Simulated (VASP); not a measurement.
## TaN: electric field gradients with PBE

Crystal: TaN.

```
Ta N
1.0
     0.03268    2.19534    2.19534
     2.19534    0.03268    2.19534
     2.19534    2.19534    0.03268
Ta N
1 1
Cartesian
  2.2117 2.2117 2.2117
  0.0000 0.0000 0.0000
```

This cell differs from its parent crystal: equal xy, yz and zx shear strains of +1.5 %.

```
Program                : VASP 6.6.1
Task                   : electric field gradients
Functional             : PBE
Potentials or basis    : VASP PAW PBE potentials, release 64 (Ta_pv, N)
Cutoff                 : 520 eV
k mesh                 : 9 × 9 × 9
Occupations            : fermi-dirac, width 0.02 eV
Spin                   : no spin polarisation
Dipole correction      : no
Further INCAR settings : ALGO = Normal; EDIFF = 1e-08; NBANDS = 15
```

The pressure is 15.6 GPa and the band gap on the k mesh is zero (band 8 reaches 11.42 eV, above the bottom of band 9 at 7.80 eV).

Stress tensor (GPa, compression positive):
```
15.57 -0.80 -0.80
-0.80 15.57 -0.80
-0.80 -0.80 15.57
```

Levels at points of the mesh, in eV from the Fermi level:
| k point | band 6 | band 7 | band 8 | band 9 | band 10 | band 11 |
| --- | --- | --- | --- | --- | --- | --- |
| (0.00, 0.00, 0.00) | -3.73 | -3.73 | -2.30 | -1.93 | -1.93 | 0.21 |

Electric field gradients, principal values (V/Å²):
| atom | least | middle | greatest (by size) |
| --- | --- | --- | --- |
| 1 Ta | 1.396 | 1.396 | -2.791 |
| 2 N | -0.831 | -0.831 | 1.663 |

Run time: 15 s on 1 thread of Intel(R) Xeon(R) Platinum 8488C (Sapphire Rapids), on a shared host, peak memory 0.16 GiB.

Caveat: the cell differs from its parent crystal (equal xy, yz and zx shear strains of +1.5 %); without QUAD_EFG the Cq values of the log hold for a quadrupole moment of 1 mb, not for the nuclei; spin-orbit coupling is left out, which moves the levels of the heavy elements.
